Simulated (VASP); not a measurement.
# NaH3: single point with PBE

NaH3:

```
Na H
1.0
     1.56702   -0.00031   -4.26378
     0.03684   -4.54112    0.01238
    -6.25178    2.32239    0.04486
Na H
2 6
Direct
  0.24785 0.24855 0.99724
  0.74804 0.75022 0.99780
  0.99416 0.08482 0.50628
  0.22151 0.71967 0.94246
  0.58353 0.51217 0.50119
  0.42139 0.49038 0.50536
  0.00923 0.91601 0.49788
  0.77429 0.27818 0.05179
```

* Program: VASP 6.6.1
* Task: single point
* Functional: PBE
* Potentials or basis: VASP PAW PBE potentials, release 64 (Na_pv, H)
* Cutoff: 500 eV
* k mesh: 4 × 4 × 4
* Occupations: gaussian, width 0.1 eV
* Spin: no spin polarisation

```json
{"Pressure": "-0.1 GPa", "Largest force": "0.020 eV/Å", "Band gap on the k mesh": "2.94 eV (least direct gap 3.56 eV)"}
```

Forces on the atoms (eV/Å):
```
Na   0.000 -0.004  0.000
Na   0.002  0.008 -0.002
H    0.000 -0.009 -0.002
H   -0.004 -0.007  0.000
H   -0.003  0.009  0.017
H    0.005 -0.009 -0.015
H    0.003  0.008  0.003
H   -0.004  0.004 -0.002
```

Levels at points of the mesh, in eV from the valence-band top:
```tsv
k point	band 7	band 8	band 9	band 10	band 11	band 12	band 13	band 14
(0.00, 0.00, 0.00)	-7.25	-5.97	-2.37	-0.04	3.52	5.42	5.48	6.58
(0.50, 0.00, 0.00)	-6.63	-6.58	-1.32	-1.29	4.25	4.82	5.47	6.11
(0.00, 0.50, 0.00)	-6.62	-6.58	-1.33	-1.31	4.28	4.83	5.45	6.08
(0.50, 0.50, 0.00)	-6.53	-6.51	-1.05	-0.91	2.94	3.77	4.49	4.55
(0.00, 0.00, 0.50)	-7.20	-5.97	-2.65	0.00	4.78	4.92	4.97	6.00
(0.50, 0.00, 0.50)	-6.63	-6.58	-1.33	-1.30	4.26	4.85	5.46	6.02
(0.00, 0.50, 0.50)	-6.62	-6.58	-1.32	-1.29	4.23	4.83	5.48	6.05
(0.50, 0.50, 0.50)	-6.53	-6.52	-1.06	-0.91	2.96	3.77	4.49	4.52
```

Run time: 44 s on 1 thread of AMD EPYC 9R45 96-Core Processor (Zen 5), with other jobs on the host, peak memory 0.22 GiB.

A k mesh can miss the band edges.
